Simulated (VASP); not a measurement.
Here is a VASP 6.6.1 calculation.

File INCAR:

```
ALGO = Normal ; DIPOL = 0.5 0.5 0.500
EDIFF = 1E-7 ; EDIFFG = -0.004
ENCUT = 520 ; GGA = PE
IBRION = 2 ; IDIPOL = 3
ISIF = 2 ; ISMEAR = 0
IVDW = 12 ; LASPH = True
LCHARG = False ; LDIPOL = True
LREAL = False ; LWAVE = False
NELM = 100 ; NSW = 100
PREC = Accurate ; SIGMA = 0.02
```

The input KPOINTS:

```
k-points
0
Gamma
  12 12 1
```

POSCAR

```
MoS2
1.0
    3.1916000000      0.0000000000      0.0000000000
   -1.5958000000      2.7640066787      0.0000000000
    0.0000000000      0.0000000000     33.4240000000
S Mo
6 3
Direct
    0.6666666667      0.3333333333      0.2692675921
    0.6666666667      0.3333333333      0.3629128770
    0.3333333333      0.6666666667      0.4531773576
    0.3333333333      0.6666666667      0.5468226424
    0.6666666667      0.3333333333      0.6370871230
    0.6666666667      0.3333333333      0.7307324079
    0.3333333333      0.6666666667      0.3160902346
    0.6666666667      0.3333333333      0.5000000000
    0.3333333333      0.6666666667      0.6839097654
```

Potentials or basis: VASP PAW PBE potentials, release 64 (S, Mo_sv).

Launch:

```bash
$ cat potpaw_PBE.64/S/POTCAR potpaw_PBE.64/Mo_sv/POTCAR > POTCAR
$ mpirun -np 1 vasp_std > vasp.out
```

Problem. Predict the dispersion energy per atom.

Solution. -0.387 eV.

Problem. Predict the energy gained by relaxing.

Solution. 1.5 meV/atom.

Problem. Estimate the band gap on the k mesh.

Solution. 0.90 eV, indirect (least direct gap 1.58 eV).

Step by step:
```tsv
step	energy change (eV)	largest force (eV/Å)	pressure (GPa)
1	0.0000	0.2126	-2.01
2	-0.0069	0.0464	-1.50
3	-0.0070	0.0297	-1.45
4	-0.0070	0.0446	-1.44
5	-0.0070	0.0434	-1.44
6	-0.0071	0.0428	-1.44
7	-0.0073	0.0431	-1.44
8	-0.0078	0.0413	-1.43
9	-0.0086	0.0388	-1.41
10	-0.0100	0.0332	-1.38
11	-0.0119	0.0569	-1.31
12	-0.0109	0.1222	-1.16
13	-0.0123	0.0776	-1.26
14	-0.0125	0.0699	-1.26
15	-0.0130	0.0483	-1.27
16	-0.0134	0.0285	-1.30
17	-0.0134	0.0262	-1.30
18	-0.0134	0.0060	-1.30
19	-0.0134	0.0015	-1.30
```
